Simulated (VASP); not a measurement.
# SnGe2 (P6_3mc) in VASP: notebook

The runs below take SnGe2 through single point, relaxation of cell and atoms, with PBE.

All numbers are computed with VASP 6.6.1; they aren't measurements. Logs are shortened: lines on timing, memory, paths and dates and some standing lists are left out, and cuts for length are marked.

### 1 The cell of the first run

The structure is hexagonal, space group P6_3mc (No. 186). The conventional cell has a = 3.553 Å, b = 3.553 Å, c = 12.883 Å, α = 90.00°, β = 90.00°, γ = 120.00°. Within 4.0 Å of Sn (site symmetry 3m) lie 6 Ge at 3.04 Å and 6 Sn at 3.55 Å. Within 3.7 Å of Ge (site symmetry 3m) lie 9 Ge at 2.83 to 3.55 Å and 3 Sn at 3.04 Å. Within 3.7 Å of Ge (site symmetry 3m) lie 9 Ge at 2.83 to 3.55 Å and 3 Sn at 3.04 Å.

The cell was built from a structure type or drawn by symmetry, and may not be a known phase.

### 2 Single point, PBE

Input file INCAR:

```
SYSTEM = SnGe2
PREC = Accurate
ENCUT = 520
EDIFF = 1E-6
ISMEAR = 0
SIGMA = 0.1
LREAL = .FALSE.
LASPH = .TRUE.
NELM = 80
ALGO = Normal
ISIF = 2
LWAVE = .FALSE.
LCHARG = .FALSE.
GGA = PE
NBANDS = 51
```

Input file KPOINTS:

```
regular mesh
0
G
  6 6 2
  0 0 0
```

Input file POSCAR:

```
SnGe2
1.0
    3.5529288900      0.0000000000      0.0000000000
   -1.7764644400      3.0769266700      0.0000000000
    0.0000000000      0.0000000000     12.8832569100
Sn Ge
2 4
Direct
    0.3333333300      0.6666666700      0.0000000000
    0.6666666700      0.3333333300      0.5000000000
    0.6666666700      0.3333333300      0.1741608400
    0.0000000000      0.0000000000      0.3258391600
    0.3333333300      0.6666666700      0.6741608400
    0.0000000000      0.0000000000      0.8258391600
```

Potentials or basis: VASP PAW PBE potentials, release 64 (Sn_d, Ge_d).

Launch:

```bash
> cat potpaw_PBE.64/Sn_d/POTCAR potpaw_PBE.64/Ge_d/POTCAR > POTCAR
> mpirun -np 1 vasp_std > vasp.out
```

OUTCAR:

```text
SYSTEM = SnGe2
   PREC = Accurate
   ENCUT = 520
   EDIFF = 1E-6
   ISMEAR = 0
   LREAL = .FALSE.
   LASPH = .TRUE.
   NELM = 80
   ISIF = 2
   GGA = PE

 ion  position               nearest neighbor table
   1  0.333  0.667  0.000-   3 3.04   6 3.04   3 3.04   6 3.04   6 3.04   3 3.04
   2  0.667  0.333  0.500-   5 3.04   4 3.04   5 3.04   4 3.04   4 3.04   5 3.04
   3  0.667  0.333  0.174-   4 2.83   4 2.83   4 2.83   1 3.04   1 3.04   1 3.04
   4  0.000  0.000  0.326-   3 2.83   3 2.83   3 2.83   2 3.04   2 3.04   2 3.04
   5  0.333  0.667  0.674-   6 2.83   6 2.83   6 2.83   2 3.04   2 3.04   2 3.04
   6  0.000  0.000  0.826-   5 2.83   5 2.83   5 2.83   1 3.04   1 3.04   1 3.04

  LATTYP: Found a hexagonal cell.
 ALAT       =     3.5529288900
 C/A-ratio  =     3.6260947823

  Lattice vectors:

 A1 = (   3.5529288900,   0.0000000000,   0.0000000000)
 A2 = (  -1.7764644400,   3.0769266700,   0.0000000000)
 A3 = (   0.0000000000,   0.0000000000,  12.8832569100)

Analysis of symmetry for initial positions (statically):
=====================================================================
 Subroutine PRICEL returns:
 Original cell was already a primitive cell.

 Routine SETGRP: Setting up the symmetry group for a
 hexagonal supercell.

 Subroutine GETGRP returns: Found 12 space group operations
 (whereof  6 operations were pure point group operations)
 out of a pool of 24 trial point group operations.

The static configuration has the point symmetry C_3v.
 The point group associated with its full space group is C_6v.

Analysis of symmetry for dynamics (positions and initial velocities):
=====================================================================
 Subroutine PRICEL returns:
 Original cell was already a primitive cell.

 Routine SETGRP: Setting up the symmetry group for a
 hexagonal supercell.

 Subroutine GETGRP returns: Found 12 space group operations
 (whereof  6 operations were pure point group operations)
 out of a pool of 24 trial point group operations.

The dynamic configuration has the point symmetry C_3v.
 The point group associated with its full space group is C_6v.

 Subroutine INISYM returns: Found 12 space group operations
 (whereof  6 operations are pure point group operations),
 and found     1 'primitive' translations

----------------------------------------------------------------------------------------

                                     Primitive cell

  volume of cell :     140.8411

  direct lattice vectors                    reciprocal lattice vectors
     3.552928890  0.000000000  0.000000000     0.281457927  0.162499810  0.000000000
    -1.776464440  3.076926670  0.000000000     0.000000000  0.324999620  0.000000000
     0.000000000  0.000000000 12.883256910     0.000000000  0.000000000  0.077620124

  length of vectors
     3.552928890  3.552928882 12.883256910     0.324999620  0.324999620  0.077620124

  position of ions in fractional coordinates (direct lattice)
     0.333333330  0.666666670  0.000000000
     0.666666670  0.333333330  0.500000000
     0.666666670  0.333333330  0.174160840
     0.000000000  0.000000000  0.325839160
     0.333333330  0.666666670  0.674160840
     0.000000000  0.000000000  0.825839160

  ion indices of the primitive-cell ions
   primitive index   ion index
                 1           1
                 2           2
                 3           3
                 4           4
                 5           5
                 6           6

----------------------------------------------------------------------------------------

 KPOINTS: regular mesh

Automatic generation of k-mesh.
 Grid dimensions read from file:
 generate k-points for:    6    6    2

 Generating k-lattice:

  Cartesian coordinates                     Fractional coordinates (reciprocal lattice)
     0.046909654  0.027083302  0.000000000     0.166666667  0.000000000  0.000000000
     0.000000000  0.054166603  0.000000000     0.000000000  0.166666667  0.000000000
     0.000000000  0.000000000  0.038810062     0.000000000  0.000000000  0.500000000

  Length of vectors
     0.054166603  0.054166603  0.038810062

  Shift w.r.t. Gamma in fractional coordinates (k-lattice)
     0.000000000  0.000000000  0.000000000

 Subroutine IBZKPT returns following result:
 ===========================================

 Found     14 irreducible k-points:

 Following reciprocal coordinates:
            Coordinates               Weight
  0.000000  0.000000  0.000000      1.000000
  0.166667 -0.000000  0.000000      6.000000
  0.333333 -0.000000  0.000000      6.000000
  0.500000 -0.000000  0.000000      3.000000
  0.166667  0.166667  0.000000      6.000000
  0.333333  0.166667  0.000000     12.000000
  0.333333  0.333333  0.000000      2.000000
  0.000000  0.000000  0.500000      1.000000
  0.166667 -0.000000  0.500000      6.000000
  0.333333 -0.000000  0.500000      6.000000
  0.500000 -0.000000  0.500000      3.000000
  0.166667  0.166667  0.500000      6.000000
  0.333333  0.166667  0.500000     12.000000
  0.333333  0.333333  0.500000      2.000000
   k-points           NKPTS =     14   k-points in BZ     NKDIM =     14   number of bands    NBANDS=     51
   number of dos      NEDOS =    301   number of ions     NIONS =      6
   total plane-waves  NPLWV =  75264
   dimension x,y,z NGX =    28 NGY =   28 NGZ =   96
   dimension x,y,z NGXF=    56 NGYF=   56 NGZF=  192
   ions per type =               2   4
   NGX,Y,Z   is equivalent  to a cutoff of  13.10, 13.10, 12.39 a.u.
   NGXF,Y,Z  is equivalent  to a cutoff of  26.20, 26.20, 24.78 a.u.
 SYSTEM =  SnGe2
   PREC   = accura    normal or accurate (medium, high low for compatibility)
   ISTART =      0    job   : 0-new  1-cont  2-samecut
   ICHARG =      2    charge: 1-file 2-atom 10-const
   ISPIN  =      1    spin polarized calculation?
   LNONCOLLINEAR =      F non collinear calculations
   LSORBIT =      F    spin-orbit coupling
   LASPH  =      T    aspherical Exc in radial PAW
   ENCUT  =  520.0 eV  38.22 Ry    6.18 a.u.   6.61  6.61 23.95*2*pi/ulx,y,z
   NELM   =     80;   NELMIN=  2; NELMDL= -5     # of ELM steps
   EDIFF  = 0.1E-05   stopping-criterion for ELM
   LREAL  =      F    real-space projection
[... 7 lines left out ...]
   TEBEG  =    0.0;   TEEND  =   0.0 temperature during run
   PSTRESS=    0.0 pullay stress
   NELECT =      84.0000    total number of electrons
   NUPDOWN=      -1.0000    fix difference up-down
   EMIN   =  10.00;   EMAX   =-10.00  energy-range for DOS
   EFERMI =   0.00;   METHOD = LEGACY
   ISMEAR =     0;   SIGMA  =   0.10  broadening in eV -4-tet -1-fermi 0-gaus
   EFERMI_NEDOS =   21; number of points for ismear=-14 and -15
   IALGO  =     38    algorithm
   IMIX   =      4    mixing-type and parameters
     AMIX     =   0.40;   BMIX     =  1.00
     AMIX_MAG =   1.60;   BMIX_MAG =  1.00
  volume/ion in A,a.u.               =      23.47       158.41
  Fermi-wavevector in a.u.,A,eV,Ry     =   1.378028  2.604096 25.836948  1.898962
  Thomas-Fermi vector in A             =   2.503127
   LORBIT       =      0    0 simple, 1 ext, 2 COOP (PROOUT), +10 PAW based schemes
   GGA     = PE    functional components
   LHFCALC =     F    Hartree Fock is set to
   AEXX    =    0.0000 exact exchange contribution
   IVDW    =     0    specifies the selected vdW correction
   LEPSILON=     F    determine dielectric tensor
   LRPA    =     F    only Hartree local field effects (RPA)
 non-spin polarized calculation
 Gauss-broadening in eV      SIGMA  =   0.10
  energy-cutoff  :      520.00
  volume of cell :      140.84
 maximum number of plane-waves:      3863
 NGX is ok and might be reduce to    28
   NGX = 13   NGY = 13   NGZ = 47

 number of electron      84.0000057 magnetization

 Free energy of the ion-electron system (eV)
  ---------------------------------------------------
  ext. energy  EPLUGINS =         0.00000000
  ---------------------------------------------------
  free energy    TOTEN  =       -23.90628434 eV

  energy without entropy =      -23.88545717  energy(sigma->0) =      -23.89587076

 E-fermi :   6.4948     XC(G=0): -10.4819

 val. band max:        6.4327647755   @ k =   0.5000  -0.0000   0.5000
 cond. band min:       6.4970383343   @ k =   0.3333   0.1667   0.0000
 fundamental gap:      0.0642735588
 Fermi energy:         6.4948400875

 k-point     1 :       0.0000    0.0000    0.0000
  band No.  band energies     occupation
      1     -18.3266      2.00000
      2     -18.3266      2.00000
      3     -18.3260      2.00000
      4     -18.3260      2.00000
      5     -18.3007      2.00000
      6     -18.3007      2.00000
[... 43 lines left out ...]
     50      12.0719      0.00000
     51      12.3948      0.00000

 k-point     2 :       0.1667   -0.0000    0.0000
  band No.  band energies     occupation
      1     -18.3253      2.00000
      2     -18.3251      2.00000
      3     -18.3245      2.00000
      4     -18.3239      2.00000
      5     -18.3022      2.00000
      6     -18.3020      2.00000
[... 43 lines left out ...]
     50      11.5192      0.00000
     51      12.0121      0.00000

 k-point     3 :       0.3333   -0.0000    0.0000
  band No.  band energies     occupation
      1     -18.3218      2.00000
      2     -18.3214      2.00000
      3     -18.3211      2.00000
      4     -18.3211      2.00000
      5     -18.3039      2.00000
      6     -18.3039      2.00000
[... 43 lines left out ...]
     50      10.5715      0.00000
     51      10.7219      0.00000
[... 487 lines left out ...]
 k-point    13 :       0.3333    0.1667    0.5000
  band No.  band energies     occupation
      1     -18.3236      2.00000
      2     -18.3236      2.00000
      3     -18.3140      2.00000
      4     -18.3140      2.00000
      5     -18.2999      2.00000
      6     -18.2999      2.00000
[... 43 lines left out ...]
     50       9.8542      0.00000
     51      11.5172      0.00000

 k-point    14 :       0.3333    0.3333    0.5000
  band No.  band energies     occupation
      1     -18.3256      2.00000
      2     -18.3256      2.00000
      3     -18.3060      2.00000
      4     -18.3060      2.00000
      5     -18.2949      2.00000
      6     -18.2949      2.00000
[... 43 lines left out ...]
     50      11.0477      0.00000
     51      11.2821      0.00000

------------------------ aborting loop because EDIFF is reached ----------------------------------------

  FORCE on cell =-STRESS in cart. coord.  units (eV):
  Direction    XX          YY          ZZ          XY          YZ          ZX
  --------------------------------------------------------------------------------------
  -------------------------------------------------------------------------------------
  Total       -0.3654130     -0.3654130     -2.4331408     -0.0000000      0.0000000      0.0000000
  in kB       -4.1568589     -4.1568589    -27.6788788     -0.0000000      0.0000000      0.0000000
  external PRESSURE =     -11.9975322 kB  Pullay stress =       0.0000000 kB

 VOLUME and BASIS-vectors are now :
 -----------------------------------------------------------------------------
  energy-cutoff  :      520.00
  volume of cell :      140.84
      direct lattice vectors                 reciprocal lattice vectors
     3.552928890  0.000000000  0.000000000     0.281457927  0.162499810  0.000000000
    -1.776464440  3.076926670  0.000000000     0.000000000  0.324999620  0.000000000
     0.000000000  0.000000000 12.883256910     0.000000000  0.000000000  0.077620124

 POSITION                                       TOTAL-FORCE (eV/Angst)
 -----------------------------------------------------------------------------------
     -0.00000      2.05128      0.00000        -0.000000      0.000000      0.087549
      1.77646      1.02564      6.44163         0.000000     -0.000000      0.087549
      1.77646      1.02564      2.24376        -0.000000      0.000000      0.348307
      0.00000      0.00000      4.19787         0.000000      0.000000     -0.435855
     -0.00000      2.05128      8.68539         0.000000     -0.000000      0.348307
      0.00000      0.00000     10.63950        -0.000000      0.000000     -0.435855
 -----------------------------------------------------------------------------------
    total drift:                               -0.000028      0.000016      0.001128

  FREE ENERGIE OF THE ION-ELECTRON SYSTEM (eV)
  ---------------------------------------------------
  free  energy   TOTEN  =       -23.9062843435 eV

  energy  without entropy=      -23.8854571714  energy(sigma->0) =      -23.89587076
```

It took 1.9 min on 1 thread of Intel Xeon Platinum 8488C (Sapphire Rapids), shared host; peak memory 0.29 GiB.

Results:

- Free energy: -23.9063 eV
- Pressure: -1.2 GPa
- Largest force: 0.436 eV/Å
- Band gap on the k mesh: zero (bands 42 and 43 overlap by 4.32 eV)

Forces in eV/Å, atoms in the order of the input:
```
Sn   0.000  0.000  0.088
Sn   0.000  0.000  0.088
Ge   0.000  0.000  0.348
Ge   0.000  0.000 -0.436
Ge   0.000  0.000  0.348
Ge   0.000  0.000 -0.436
```

Stress tensor (GPa, compression positive):
```
-0.42  0.00  0.00
 0.00 -0.42  0.00
 0.00  0.00 -2.77
```

Caveat: spin-orbit coupling is left out, which moves the levels of the heavy elements.

### 3 Single point, PBE

This run uses another cell than the first one, of 23.55 Å³/atom.

Input file INCAR:

```
ALGO     = Normal         # electronic algorithm
EDIFF    = 1E-7           # SCF threshold, eV
ENCUT    = 520            # plane-wave cutoff, eV
GGA      = PE             # functional
ISIF     = 2              # what is computed and relaxed
ISMEAR   = 0              # smearing method
LASPH    = T              # aspherical terms in the spheres
LCHARG   = F              # write CHGCAR
LREAL    = F              # projectors in reciprocal space
LWAVE    = F              # write WAVECAR
NBANDS   = 51             # bands
NELM     = 60             # most SCF steps
PREC     = Accurate       # precision mode
SIGMA    = 0.1            # smearing width, eV
```

Input file KPOINTS:

```
k-points
0
Gamma
  6 6 2
```

Input file POSCAR:

```
SnGe2
1.0
    4.0392245632     -0.0000000033      0.0000000000
   -2.0196122787      3.4980710849      0.0000000000
    0.0000000000      0.0000000000      9.9991727605
Sn Ge
2 4
Direct
    0.3333333333      0.6666666667     -0.0017984108
    0.6666666667      0.3333333333      0.4982015892
    0.6666666667      0.3333333333      0.1878493502
    0.0000000000      0.0000000000      0.3139490607
    0.3333333333      0.6666666667      0.6878493502
    0.0000000000      0.0000000000      0.8139490607
```

Potentials or basis: VASP PAW PBE potentials, release 64 (Sn_d, Ge_d).

Launch:

```bash
> cat potpaw_PBE.64/Sn_d/POTCAR potpaw_PBE.64/Ge_d/POTCAR > POTCAR
> mpirun -np 1 vasp_std > vasp.out
```

Wall time 2.7 min (1 thread of Intel Xeon Platinum 8488C (Sapphire Rapids), shared host); peak memory 0.28 GiB.

Results (log left out):

* Free energy: -24.8479 eV
* Pressure: 0.0 GPa
* Largest force: 0.025 eV/Å
* Band gap on the k mesh: zero (bands 42 and 43 overlap by 1.03 eV)

Forces on the atoms (eV/Å):
```
Sn   0.000  0.000 -0.025
Sn   0.000  0.000 -0.025
Ge   0.000  0.000  0.013
Ge   0.000  0.000  0.012
Ge   0.000  0.000  0.013
Ge   0.000  0.000  0.012
```

Levels at points of the mesh, in eV from the Fermi level:
| k point | band 39 | band 40 | band 41 | band 42 | band 43 | band 44 | band 45 | band 46 |
| --- | --- | --- | --- | --- | --- | --- | --- | --- |
| (0.00, 0.00, 0.00) | -0.45 | -0.45 | -0.07 | 0.39 | 1.52 | 1.52 | 2.13 | 2.13 |
| (0.50, 0.00, 0.00) | -2.69 | -2.39 | -2.33 | -1.74 | -0.08 | 0.43 | 1.29 | 1.62 |
| (0.00, 0.00, 0.50) | -0.55 | -0.55 | 0.09 | 0.09 | 1.75 | 1.75 | 1.75 | 1.75 |
| (0.50, 0.00, 0.50) | -2.34 | -2.34 | -0.99 | -0.99 | 0.29 | 0.29 | 1.24 | 1.24 |

Caveat: spin-orbit coupling is left out, which moves the levels of the heavy elements.

(Part 1 of 2 ends here.)
